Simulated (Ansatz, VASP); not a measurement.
**P in VASP and in Ansatz**

The input INCAR:

```
SYSTEM = P
PREC     = Accurate       ! precision mode
ENCUT    = 520            ! plane-wave cutoff, eV
EDIFF    = 1E-6           ! SCF threshold, eV
ISMEAR   = -1             ! smearing method
SIGMA    = 0.1            ! smearing width, eV
LREAL    = .FALSE.        ! projectors in reciprocal space
LASPH    = .TRUE.         ! aspherical terms in the spheres
NELM     = 60             ! most SCF steps
ALGO     = Normal         ! electronic algorithm
ISIF     = 2              ! what is computed and relaxed
LWAVE    = .FALSE.        ! write WAVECAR
LCHARG   = .TRUE.         ! write CHGCAR
GGA      = PE             ! functional
LELF     = .TRUE.         ! ELF
LVHAR    = .TRUE.       
NBANDS   = 12             ! bands
```

File KPOINTS:

```
regular mesh
0
G
  14 14 11
  0 0 0
```

File POSCAR:

```
P
1.0
   -2.6507588435      2.9977058706      1.2654755613
    2.9977058706     -2.6507588435      1.2654755613
    2.2968358160      2.2968358160     -0.6300414457
P
2
Direct
    0.9668659313      0.0331340687      1.0000000000
    0.7831340687      0.2168659313      0.5000000000
```

Input for Ansatz:

```yaml
crystal:
  lattice:
    - [-2.6507588435, 2.9977058706, 1.2654755613]
    - [2.9977058706, -2.6507588435, 1.2654755613]
    - [2.296835816, 2.296835816, -0.6300414457]
  atoms:
    - { symbol: P, position: [0.9668659313, 0.0331340687, 1.0] }
    - { symbol: P, position: [0.7831340687, 0.2168659313, 0.5] }
hamiltonian:
  xc: pbe
  pseudopotentials:
    kind: paw
    azcp:
      P: "pseudopotentials/P.paw.azcp"
basis:
  ecutwfc: 420
  fft_grid_basis: typed
kpoints:
  mp_grid: { grid: [14, 14, 11], shift: [0, 0, 0] }
magnetization:
  spin_polarized: false
scf:
  occupations: { method: fermi_dirac, width: 0.1 }
  lower_state_search: "off"
output:
  stress: true
  write_density: true
  write_potential: true
  elf: true
  volumetric_format: npy
```

Alike in both runs: task single point; functional PBE; k mesh 14 × 14 × 11; occupations fermi-dirac, width 0.1 eV; no spin polarisation.

|  | VASP | Ansatz |
| --- | --- | --- |
| version | VASP 6.6.1 | Ansatz 0.2.0 |
| potentials or method | VASP PAW PBE potentials, release 64 (P), cutoff 520 eV | plane waves (420 eV) with PAW, scalar-relativistic |
| valence electrons in the cell | 10 | 10 |

|  | VASP | Ansatz | Ansatz less VASP |
| --- | --- | --- | --- |
| pressure (GPa) | 3.4 | 3.7 | +0.31 |
| traceless stress, the component that is largest in VASP (GPa) | -0.57 | -0.78 | -0.218 |
